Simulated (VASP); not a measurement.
# Mg (Fd-3m) in VASP: notebook

Mg is run at these levels: r2SCAN; tasks: single point.

All numbers are computed with VASP 6.6.1; they aren't measurements. Logs are shortened: lines on timing, memory, paths and dates and some standing lists are left out, and cuts for length are marked.

## (1) The cell of the first run

Symmetry: Fd-3m, No. 227, cubic system. Conventional cell: a = 6.806 Å, b = 6.806 Å, c = 6.806 Å, α = 90.00°, β = 90.00°, γ = 90.00°. Within 3.9 Å of Mg (site symmetry -43m) lie 4 Mg at 2.95 Å.

## (2) Single point, r2SCAN

POSCAR reads:

```
Mg
1.0
    0.0000000000      3.4028463582      3.4028463582
    3.4028463582      0.0000000000      3.4028463582
    3.4028463582      3.4028463582      0.0000000000
Mg
2
Direct
    0.0000000000      0.0000000000      0.0000000000
    0.2500000000      0.2500000000      0.2500000000
```

INCAR.step1 reads:

```
SYSTEM = Mg
PREC = Accurate ; ENCUT = 660
ISMEAR = -1 ; SIGMA = 0.1
LREAL = .False. ; LASPH = .True.
NELM = 120 ; NBANDS = 9
GGA = PE ; ALGO = Normal
EDIFF = 1E-5 ; LWAVE = .True.
LCHARG = .False. ; GGA_COMPAT = .False.
```

INCAR.step2 reads:

```
SYSTEM = Mg
PREC = Accurate ; ENCUT = 660
EDIFF = 1E-6 ; ISMEAR = -1
SIGMA = 0.1 ; LREAL = .False.
LASPH = .True. ; NELM = 120
ALGO = Normal ; ISIF = 2
LWAVE = .False. ; LCHARG = .True.
METAGGA = R2SCAN ; LMIXTAU = .True.
LELF = .True. ; LVHAR = .True.
NBANDS = 9 ; ISTART = 1
GGA_COMPAT = .False.
```

KPOINTS reads:

```
regular mesh
0
Gamma
  5 5 5
  0 0 0
```

Potentials or basis: VASP PAW PBE potentials, release 64 (Mg).

Command:

```bash
$ cat potpaw_PBE.64/Mg/POTCAR > POTCAR
$ cp INCAR.step1 INCAR
$ mpirun -np 1 vasp_std > vasp.out
$ cp INCAR.step2 INCAR
$ mpirun -np 1 vasp_std > vasp.out
```

OUTCAR:

```text
SYSTEM = Mg
   PREC = Accurate
   ENCUT = 660
   EDIFF = 1E-6
   ISMEAR = -1
   LREAL = .False.
   LASPH = .True.
   NELM = 120
   ISIF = 2
   METAGGA = R2SCAN
   ISTART = 1

 ion  position               nearest neighbor table
   1  0.000  0.000  0.000-   2 2.95   2 2.95   2 2.95   2 2.95
   2  0.250  0.250  0.250-   1 2.95   1 2.95   1 2.95   1 2.95

  LATTYP: Found a face centered cubic cell.
 ALAT       =     6.8056927164

  Lattice vectors:

 A1 = (   0.0000000000,   3.4028463582,   3.4028463582)
 A2 = (   3.4028463582,   0.0000000000,   3.4028463582)
 A3 = (   3.4028463582,   3.4028463582,   0.0000000000)

Analysis of symmetry for initial positions (statically):
=====================================================================
 Subroutine PRICEL returns:
 Original cell was already a primitive cell.

 Routine SETGRP: Setting up the symmetry group for a
 face centered cubic supercell.

 Subroutine GETGRP returns: Found 48 space group operations
 (whereof 24 operations were pure point group operations)
 out of a pool of 48 trial point group operations.

The static configuration has the point symmetry T_d .
 The point group associated with its full space group is O_h .

Analysis of symmetry for dynamics (positions and initial velocities):
=====================================================================
 Subroutine PRICEL returns:
 Original cell was already a primitive cell.

 Routine SETGRP: Setting up the symmetry group for a
 face centered cubic supercell.

 Subroutine GETGRP returns: Found 48 space group operations
 (whereof 24 operations were pure point group operations)
 out of a pool of 48 trial point group operations.

The dynamic configuration has the point symmetry T_d .
 The point group associated with its full space group is O_h .

 Subroutine INISYM returns: Found 48 space group operations
 (whereof 24 operations are pure point group operations),
 and found     1 'primitive' translations

----------------------------------------------------------------------------------------

                                     Primitive cell

  volume of cell :      78.8056

  direct lattice vectors                    reciprocal lattice vectors
     0.000000000  3.402846358  3.402846358    -0.146935814  0.146935814  0.146935814
     3.402846358  0.000000000  3.402846358     0.146935814 -0.146935814  0.146935814
     3.402846358  3.402846358  0.000000000     0.146935814  0.146935814 -0.146935814

  length of vectors
     4.812351470  4.812351470  4.812351470     0.254500296  0.254500296  0.254500296

  position of ions in fractional coordinates (direct lattice)
     0.000000000  0.000000000  0.000000000
     0.250000000  0.250000000  0.250000000

  ion indices of the primitive-cell ions
   primitive index   ion index
                 1           1
                 2           2

----------------------------------------------------------------------------------------

 KPOINTS: regular mesh

Automatic generation of k-mesh.
 Grid dimensions read from file:
 generate k-points for:    5    5    5

 Generating k-lattice:

  Cartesian coordinates                     Fractional coordinates (reciprocal lattice)
    -0.029387163  0.029387163  0.029387163     0.200000000  0.000000000  0.000000000
     0.029387163 -0.029387163  0.029387163     0.000000000  0.200000000  0.000000000
     0.029387163  0.029387163 -0.029387163     0.000000000  0.000000000  0.200000000

  Length of vectors
     0.050900059  0.050900059  0.050900059

  Shift w.r.t. Gamma in fractional coordinates (k-lattice)
     0.000000000  0.000000000  0.000000000

 Subroutine IBZKPT returns following result:
 ===========================================

 Found     10 irreducible k-points:

 Following reciprocal coordinates:
            Coordinates               Weight
  0.000000  0.000000  0.000000      1.000000
  0.200000  0.000000  0.000000      8.000000
  0.400000  0.000000  0.000000      8.000000
  0.200000  0.200000  0.000000      6.000000
  0.400000  0.200000  0.000000     24.000000
 -0.400000  0.200000  0.000000     24.000000
 -0.200000  0.200000  0.000000     12.000000
  0.400000  0.400000  0.000000      6.000000
 -0.400000  0.400000  0.000000     12.000000
 -0.400000  0.400000  0.200000     24.000000
   k-points           NKPTS =     10   k-points in BZ     NKDIM =     10   number of bands    NBANDS=      9
   number of dos      NEDOS =    301   number of ions     NIONS =      2
   total plane-waves  NPLWV =  64000
   dimension x,y,z NGX =    40 NGY =   40 NGZ =   40
   dimension x,y,z NGXF=    80 NGYF=   80 NGZF=   80
   ions per type =               2
   NGX,Y,Z   is equivalent  to a cutoff of  13.82, 13.82, 13.82 a.u.
   NGXF,Y,Z  is equivalent  to a cutoff of  27.64, 27.64, 27.64 a.u.
 SYSTEM =  Mg
   PREC   = accura    normal or accurate (medium, high low for compatibility)
   ISTART =      1    job   : 0-new  1-cont  2-samecut
   ICHARG =      0    charge: 1-file 2-atom 10-const
   ISPIN  =      1    spin polarized calculation?
   LNONCOLLINEAR =      F non collinear calculations
   LSORBIT =      F    spin-orbit coupling
   LASPH  =      T    aspherical Exc in radial PAW
   ENCUT  =  660.0 eV  48.51 Ry    6.96 a.u.  10.08 10.08 10.08*2*pi/ulx,y,z
   NELM   =    120;   NELMIN=  2; NELMDL=  0     # of ELM steps
   EDIFF  = 0.1E-05   stopping-criterion for ELM
   LREAL  =      F    real-space projection
   EDIFFG = 0.1E-04   stopping-criterion for IOM
   NSW    =      0    number of steps for IOM
   IBRION =     -1    ionic relax: 0-MD 1-quasi-New 2-CG
   NFREE  =      0    steps in history (QN), initial steepest desc. (CG)
   ISIF   =      2    stress and relaxation
   ISYM   =      2    0-nonsym 1-usesym 2-fastsym
   POTIM  = 0.5000    time-step for ionic-motion
   TEBEG  =    0.0;   TEEND  =   0.0 temperature during run
   PSTRESS=    0.0 pullay stress
   NELECT =       4.0000    total number of electrons
   NUPDOWN=      -1.0000    fix difference up-down
   EMIN   =  10.00;   EMAX   =-10.00  energy-range for DOS
   EFERMI =   0.00;   METHOD = LEGACY
   ISMEAR =    -1;   SIGMA  =   0.10  broadening in eV -4-tet -1-fermi 0-gaus
   EFERMI_NEDOS =   21; number of points for ismear=-14 and -15
   IALGO  =     38    algorithm
   IMIX   =      4    mixing-type and parameters
     AMIX     =   0.40;   BMIX     =  1.00
     AMIX_MAG =   1.60;   BMIX_MAG =  1.00
  volume/ion in A,a.u.               =      39.40       265.90
  Fermi-wavevector in a.u.,A,eV,Ry     =   0.606144  1.145446  4.998924  0.367411
  Thomas-Fermi vector in A             =   1.660129
   LORBIT       =      0    0 simple, 1 ext, 2 COOP (PROOUT), +10 PAW based schemes
   METAGGA = R2SCAN    functional components
   LHFCALC =     F    Hartree Fock is set to
   AEXX    =    0.0000 exact exchange contribution
   IVDW    =     0    specifies the selected vdW correction
   LEPSILON=     F    determine dielectric tensor
   LRPA    =     F    only Hartree local field effects (RPA)
 non-spin polarized calculation
  energy-cutoff  :      660.00
  volume of cell :       78.81
 maximum number of plane-waves:      3071
   NGX = 21   NGY = 21   NGZ = 21

 number of electron       4.0000000 magnetization

 Free energy of the ion-electron system (eV)
  ---------------------------------------------------
  ext. energy  EPLUGINS =         0.00000000
  ---------------------------------------------------
  free energy    TOTEN  =        -6.54417467 eV

  energy without entropy =       -6.50434025  energy(sigma->0) =       -6.52425746

 E-fermi :   0.1035     XC(G=0):  -7.0822

 val. band max:        0.0339714874   @ k =  -0.4000   0.4000   0.2000
 cond. band min:       0.3756661952   @ k =  -0.2000   0.2000   0.0000
 fundamental gap:      0.3416947078
 Fermi energy:         0.1034761927

 k-point     1 :       0.0000    0.0000    0.0000
  band No.  band energies     occupation
      1      -5.1531      2.00000
      2       3.6145      0.00000
      3       3.6145      0.00000
      4       3.6145      0.00000
      5       4.7034      0.00000
      6       4.7034      0.00000
      7       4.7034      0.00000
      8       6.8472      0.00000
      9       7.8941      0.00000

 k-point     2 :       0.2000    0.0000    0.0000
  band No.  band energies     occupation
      1      -4.7627      2.00000
      2       1.2357      0.00002
      3       3.0733      0.00000
      4       3.0733      0.00000
      5       4.8996      0.00000
      6       5.3503      0.00000
      7       5.3503      0.00000
      8       7.1666      0.00000
      9       7.1666      0.00000

 k-point     3 :       0.4000    0.0000    0.0000
  band No.  band energies     occupation
      1      -3.6765      2.00000
      2      -1.2774      2.00000
      3       2.6906      0.00000
      4       2.6906      0.00000
      5       4.6057      0.00000
      6       4.9448      0.00000
      7       4.9448      0.00000
      8       7.3457      0.00000
      9       8.9206      0.00000

 k-point     4 :       0.2000    0.2000    0.0000
  band No.  band energies     occupation
      1      -4.6306      2.00000
      2       1.9625      0.00000
      3       2.2187      0.00000
      4       2.2187      0.00000
      5       3.7305      0.00000
      6       5.0741      0.00000
      7       6.7466      0.00000
      8       6.7466      0.00000
      9       8.3443      0.00000

 k-point     5 :       0.4000    0.2000    0.0000
  band No.  band energies     occupation
      1      -3.7494      2.00000
      2      -0.3213      1.97180
      3       1.3979      0.00000
      4       1.8413      0.00000
      5       3.7951      0.00000
      6       5.4522      0.00000
      7       6.7219      0.00000
      8       6.9280      0.00000
      9       9.5471      0.00000

 k-point     6 :      -0.4000    0.2000    0.0000
  band No.  band energies     occupation
      1      -2.9719      2.00000
      2      -1.5336      2.00000
      3       0.7235      0.00405
      4       2.1189      0.00000
      5       4.0187      0.00000
      6       6.0698      0.00000
      7       6.4597      0.00000
      8       8.2952      0.00000
      9       8.5526      0.00000

 k-point     7 :      -0.2000    0.2000    0.0000
  band No.  band energies     occupation
      1      -4.1259      2.00000
      2       0.3757      0.12339
      3       0.8745      0.00090
      4       2.9127      0.00000
      5       4.9328      0.00000
      6       5.7409      0.00000
      7       6.2135      0.00000
      8       6.4404      0.00000
      9       7.0531      0.00000

 k-point     8 :       0.4000    0.4000    0.0000
  band No.  band energies     occupation
      1      -3.0977      2.00000
      2      -0.7140      1.99944
      3       1.2751      0.00002
      4       1.2751      0.00002
      5       2.9172      0.00000
      6       3.2156      0.00000
      7       9.3819      0.00000
      8       9.3819      0.00000
      9       9.9913      0.00000

 k-point     9 :      -0.4000    0.4000    0.0000
  band No.  band energies     occupation
      1      -2.0549      2.00000
      2      -1.7238      2.00000
      3      -0.0924      1.75271
      4       1.3805      0.00001
      5       3.1534      0.00000
      6       4.9231      0.00000
      7       8.8237      0.00000
      8       8.8880      0.00000
      9       9.3022      0.00000

 k-point    10 :      -0.4000    0.4000    0.2000
  band No.  band energies     occupation
      1      -2.6976      2.00000
      2      -0.9872      1.99996
      3       0.0340      1.33418
      4       0.8145      0.00163
      5       5.2061      0.00000
      6       5.2103      0.00000
      7       6.1072      0.00000
      8       8.3677      0.00000
      9       9.3991      0.00000

------------------------ aborting loop because EDIFF is reached ----------------------------------------

  FORCE on cell =-STRESS in cart. coord.  units (eV):
  Direction    XX          YY          ZZ          XY          YZ          ZX
  --------------------------------------------------------------------------------------
  -------------------------------------------------------------------------------------
  Total        0.0655775      0.0655775      0.0655775      0.0000000      0.0000000      0.0000000
  in kB        1.3332405      1.3332405      1.3332405      0.0000000      0.0000000      0.0000000
  external PRESSURE =       1.3332405 kB  Pullay stress =       0.0000000 kB

 VOLUME and BASIS-vectors are now :
 -----------------------------------------------------------------------------
  energy-cutoff  :      660.00
  volume of cell :       78.81
      direct lattice vectors                 reciprocal lattice vectors
     0.000000000  3.402846358  3.402846358    -0.146935814  0.146935814  0.146935814
     3.402846358  0.000000000  3.402846358     0.146935814 -0.146935814  0.146935814
     3.402846358  3.402846358  0.000000000     0.146935814  0.146935814 -0.146935814

 POSITION                                       TOTAL-FORCE (eV/Angst)
 -----------------------------------------------------------------------------------
      0.00000      0.00000      0.00000         0.000000      0.000000      0.000000
      1.70142      1.70142      1.70142        -0.000000     -0.000000     -0.000000
 -----------------------------------------------------------------------------------
    total drift:                               -0.000000     -0.000000     -0.000000

  FREE ENERGIE OF THE ION-ELECTRON SYSTEM (eV)
  ---------------------------------------------------
  free  energy   TOTEN  =        -6.5441746704 eV

  energy  without entropy=       -6.5043402475  energy(sigma->0) =       -6.52425746
```

Run time: 21 s. Hardware: 1 thread of Intel Xeon 6975P-C (Granite Rapids), shared host; peak memory 0.24 GiB.

What came out:

```
Free energy            : -6.5442 eV
Pressure               : 0.1 GPa
Band gap on the k mesh : zero (band 2 reaches 3.61 eV, above the bottom of band 3 at -0.09 eV)
```

Caveat: the PAW data sets were made with another functional, which shifts forces and pressure a little.

(Continued in part 2 of 2.)
